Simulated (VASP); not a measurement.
# Si in VASP: notebook, part 2 of 2

VASP 6.6.1. The steps go on from the part before.

## (3) Single point, PBEsol

File INCAR:

```
  ALGO = Normal
  EDIFF = 1E-6
  ENCUT = 520
  GGA = PS
  ISIF = 2
  ISMEAR = 0
  LASPH = True
  LCHARG = True
  LELF = True
  LREAL = False
  LVHAR = True
  LWAVE = False
  NBANDS = 16
  NELM = 80
  PREC = Accurate
  SIGMA = 0.03
```

File KPOINTS:

```
k-points
0
Gamma
  10 10 10
```

File POSCAR:

```
Si
1.0
   -3.7319797490      3.7319797490      1.9186812134
    3.7319797490     -3.7319797490      1.9186812134
    3.5768335753      3.5768335753     -1.9186812134
Si
4
Direct
    0.1787304307      0.1787304307      0.3574608614
    0.8212695693      0.8212695693      0.6425391386
    0.1787304307      0.8212695693      0.0000000000
    0.8212695693      0.1787304307      0.0000000000
```

Potentials or basis: VASP PAW PBE potentials, release 64 (Si).

The run is started by

```
$ cat potpaw_PBE.64/Si/POTCAR > POTCAR
$ mpirun -np 1 vasp_std > vasp.out
```

OUTCAR:

```text
EDIFF = 1E-6
   ENCUT = 520
   GGA = PS
   ISIF = 2
   ISMEAR = 0
   LASPH = True
   LREAL = False
   NELM = 80
   PREC = Accurate

 ion  position               nearest neighbor table
   1  0.179  0.179  0.357-   2 2.40   2 2.40   3 2.61   4 2.61
   2  0.821  0.821  0.643-   1 2.40   1 2.40   4 2.61   3 2.61
   3  0.179  0.821  0.000-   4 2.44   4 2.44   2 2.61   1 2.61
   4  0.821  0.179  0.000-   3 2.44   3 2.44   2 2.61   1 2.61

  LATTYP: Found a face centered orthorhombic cell.
 ALAT       =     3.8373624268
 B/A-ratio  =     2.6363976033
 C/A-ratio  =     2.7507520992

  Lattice vectors:

 A1 = (  -0.1551461737,   7.3088133243,   0.0000000000)
 A2 = (  -3.7319797490,   3.7319797490,   1.9186812134)
 A3 = (   3.5768335753,   3.5768335753,   1.9186812134)

Analysis of symmetry for initial positions (statically):
=====================================================================
 Subroutine PRICEL returns:
 Original cell was already a primitive cell.

 Routine SETGRP: Setting up the symmetry group for a
 face centered orthorhombic supercell.

 Subroutine GETGRP returns: Found  8 space group operations
 (whereof  8 operations were pure point group operations)
 out of a pool of  8 trial point group operations.

The static configuration has the point symmetry D_2h.

Analysis of symmetry for dynamics (positions and initial velocities):
=====================================================================
 Subroutine PRICEL returns:
 Original cell was already a primitive cell.

 Routine SETGRP: Setting up the symmetry group for a
 face centered orthorhombic supercell.

 Subroutine GETGRP returns: Found  8 space group operations
 (whereof  8 operations were pure point group operations)
 out of a pool of  8 trial point group operations.

The dynamic configuration has the point symmetry D_2h.

 Subroutine INISYM returns: Found  8 space group operations
[... 122 lines left out ...]
  volume/ion in A,a.u.               =      25.61       172.84
  Fermi-wavevector in a.u.,A,eV,Ry     =   0.881620  1.666019 10.575170  0.777253
  Thomas-Fermi vector in A             =   2.002140
   LORBIT       =      0    0 simple, 1 ext, 2 COOP (PROOUT), +10 PAW based schemes
   GGA     = PS    functional components
   LHFCALC =     F    Hartree Fock is set to
   AEXX    =    0.0000 exact exchange contribution
   IVDW    =     0    specifies the selected vdW correction
   LEPSILON=     F    determine dielectric tensor
   LRPA    =     F    only Hartree local field effects (RPA)
 non-spin polarized calculation
 Gauss-broadening in eV      SIGMA  =   0.03
  energy-cutoff  :      520.00
  volume of cell :      102.45
 maximum number of plane-waves:      2788
 NGX is ok and might be reduce to    42
   NGX = 21   NGY = 21   NGZ = 21

 number of electron      16.0000001 magnetization

 Free energy of the ion-electron system (eV)
  ---------------------------------------------------
  ext. energy  EPLUGINS =         0.00000000
  ---------------------------------------------------
  free energy    TOTEN  =       -21.62545964 eV

  energy without entropy =      -21.62536270  energy(sigma->0) =      -21.62541117

 E-fermi :   3.7097     XC(G=0):  -8.5392

 val. band max:        3.6951933429   @ k =   0.5000   0.5000   0.5000
 cond. band min:       3.7315625023   @ k =   0.3000   0.2000   0.2000
 fundamental gap:      0.0363691594
 Fermi energy:         3.7096815371

 k-point     1 :       0.0000    0.0000    0.0000
  band No.  band energies     occupation
      1      -7.1749      2.00000
      2      -4.2714      2.00000
      3      -1.6405      2.00000
      4      -1.2991      2.00000
      5       0.6043      2.00000
      6       2.7428      2.00000
[... 433 lines left out ...]
      3      -2.7374      2.00000
      4      -0.9554      2.00000
      5       0.1741      2.00000
      6       1.3287      2.00000
[... 8 lines left out ...]
     15       9.4756      0.00000
     16      10.4644      0.00000

 [... further k-points ...]

------------------------ aborting loop because EDIFF is reached ----------------------------------------

  FORCE on cell =-STRESS in cart. coord.  units (eV):
  Direction    XX          YY          ZZ          XY          YZ          ZX
  --------------------------------------------------------------------------------------
  -------------------------------------------------------------------------------------
  Total       -8.6293403     -8.6293403     -2.0993814      1.1326489      0.0000000      0.0000000
  in kB     -134.9544935   -134.9544935    -32.8322851     17.7135283      0.0000000      0.0000000
  external PRESSURE =    -100.9137574 kB  Pullay stress =       0.0000000 kB

 VOLUME and BASIS-vectors are now :
 -----------------------------------------------------------------------------
  energy-cutoff  :      520.00
  volume of cell :      102.45
      direct lattice vectors                 reciprocal lattice vectors
    -3.731979749  3.731979749  1.918681213     0.002905648  0.136882796  0.260595661
     3.731979749 -3.731979749  1.918681213     0.136882796  0.002905648  0.260595661
     3.576833575  3.576833575 -1.918681213     0.139788444  0.139788444  0.000000000

 POSITION                                       TOTAL-FORCE (eV/Angst)
 -----------------------------------------------------------------------------------
      1.27858      1.27858      0.00000        -0.448990     -0.448990     -0.000000
      2.29826      2.29826      1.91868         0.448990      0.448990      0.000000
      2.39794     -2.39794      1.91868         0.304542     -0.304542     -0.000000
     -2.39794      2.39794      1.91868        -0.304542      0.304542     -0.000000
 -----------------------------------------------------------------------------------
    total drift:                               -0.000000     -0.000000     -0.000000

  FREE ENERGIE OF THE ION-ELECTRON SYSTEM (eV)
  ---------------------------------------------------
  free  energy   TOTEN  =       -21.6254596367 eV

  energy  without entropy=      -21.6253627000  energy(sigma->0) =      -21.62541117
```

Run time: 2.1 min. Hardware: 1 thread of Intel Xeon 6975P-C (Granite Rapids), shared host; peak memory 0.38 GiB.

What came out:

```
Free energy            : -21.6255 eV
Pressure               : -10.1 GPa
Largest force          : 0.635 eV/Å
Band gap on the k mesh : zero (bands 8 and 9 overlap by 0.02 eV)
```

Forces on the atoms (eV/Å):
```
Si  -0.449 -0.449  0.000
Si   0.449  0.449  0.000
Si   0.305 -0.305  0.000
Si  -0.305  0.305  0.000
```

Stress tensor (GPa, compression positive):
```
-13.50   1.77   0.00
  1.77 -13.50   0.00
  0.00   0.00  -3.28
```

Caveat: the cell stands under tension; semilocal functionals underestimate gaps, so a narrow gap can read as zero; the PAW data sets were made with another functional, which shifts forces and pressure a little.
